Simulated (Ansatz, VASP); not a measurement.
Bi in VASP and in Ansatz

```
Bi
1.0
     4.50620    0.00000    0.00000
    -2.25310    3.90248    0.00000
     0.00000    0.00000    9.50168
Bi
4
Direct
  0.00000 0.00000 0.80922
  0.00000 0.00000 0.19078
  0.33333 0.66667 0.63527
  0.66667 0.33333 0.36473
```

Alike in both runs: functional PBE; k mesh 12 × 12 × 6; occupations gaussian, width 0.1 eV; no spin polarisation.

Ansatz relaxed the structure, and its values are those at the end. VASP's run is a single point on that final structure, the one shown.

```csv
,VASP,Ansatz
version,VASP 6.6.1,Ansatz 0.2.0
potentials or method,"VASP PAW PBE potentials, release 64 (Bi_d), cutoff 520 eV","scalar-relativistic, plane waves, PAW"
valence electrons in the cell,60,60
```

|  | VASP | Ansatz | Ansatz less VASP |
| --- | --- | --- | --- |
| gap on the k mesh at the Fermi level (eV) | none | none | - |
| pressure (GPa) | -0.1 | 0.0 | +0.05 |
| rms of the force components (eV/Å) | 0.004 | 0.003 | -0.0008 |

A gap of «none» marks a metal or a gap that the smearing closes. With one functional, cell and mesh, what is left measures potentials, basis and numerics.

Neither program's run includes spin-orbit coupling.
